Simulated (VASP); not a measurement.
Wanted: the native input for a VASP 6.6.1 run.

```yaml
Task: single point
Functional: HSE06
Potentials_or_basis: VASP PAW PBE potentials, release 64 (Sn_d, O)
Cutoff: 520 eV
k_mesh: 5 × 5 × 5
Occupations: fermi-dirac, width 0.05 eV
Spin: no spin polarisation
Dipole_correction: no
Grid_for_exact_exchange_PRECFOCK: Normal
Further_INCAR_settings: ALGO = Normal; EDIFF = 1e-06; NBANDS = 20
Share_of_exact_exchange: 0.25
Screening_parameter: 0.2079 1/Å
```

SnO2:

```xyz
3
Lattice="0.0000 2.5741 2.5741 2.5741 0.0000 2.5741 2.5741 2.5741 0.0000" Properties=species:S:1:pos:R:3 pbc="T T T"
Sn    0.0000    0.0000    0.0000
O     3.8612    3.8612    3.8612
O     1.2871    1.2871    1.2871
```

The input as run:

POSCAR

```
SnO2
1.0
    0.0000000000      2.5741500000      2.5741500000
    2.5741500000      0.0000000000      2.5741500000
    2.5741500000      2.5741500000      0.0000000000
Sn O
1 2
Direct
    0.0000000000      0.0000000000      0.0000000000
    0.7500000000      0.7500000000      0.7500000000
    0.2500000000      0.2500000000      0.2500000000
```

INCAR.step1

```
SYSTEM = SnO2
PREC = Accurate
ENCUT = 520
EDIFF = 1E-5
ISMEAR = -1
SIGMA = 0.05
LREAL = .False.
LASPH = .True.
NELM = 100
ALGO = Normal
ISIF = 2
LWAVE = .True.
GGA = PE
NBANDS = 20
```

INCAR.step2

```
SYSTEM = SnO2
PREC = Accurate
ENCUT = 520
EDIFF = 1E-6
ISMEAR = -1
SIGMA = 0.05
LREAL = .False.
LASPH = .True.
NELM = 100
ALGO = Normal
ISIF = 2
LWAVE = .False.
LCHARG = .True.
GGA = PE
LHFCALC = .True.
HFSCREEN = 0.2079
PRECFOCK = Normal
LELF = .True.
LVHAR = .True.
ISTART = 1
NBANDS = 20
```

KPOINTS

```
Automatic mesh
0
Gamma
  5 5 5
  0 0 0
```

Potentials or basis: VASP PAW PBE potentials, release 64 (Sn_d, O).

Launch:

```bash
$ cat potpaw_PBE.64/Sn_d/POTCAR potpaw_PBE.64/O/POTCAR > POTCAR
$ cp INCAR.step1 INCAR
$ mpirun -np 1 vasp_std > vasp.out
$ cp INCAR.step2 INCAR
$ mpirun -np 1 vasp_std > vasp.out
```

It gave:

```
Pressure               : -11.7 GPa
Band gap on the k mesh : 1.27 eV (least direct gap 2.52 eV)
```

Caveat: the k points lie up to 0.42 Å⁻¹ apart; the PAW data sets were made with another functional, which shifts forces and pressure a little; spin-orbit coupling is left out, which moves the levels of the heavy elements; an odd mesh through Γ misses points on the zone boundary, where band edges can lie.

It took 33 min on 1 thread of Intel(R) Xeon(R) Platinum 8259CL CPU @ 2.50GHz (Skylake/Cascade Lake) (shared host), peak memory 0.27 GiB.
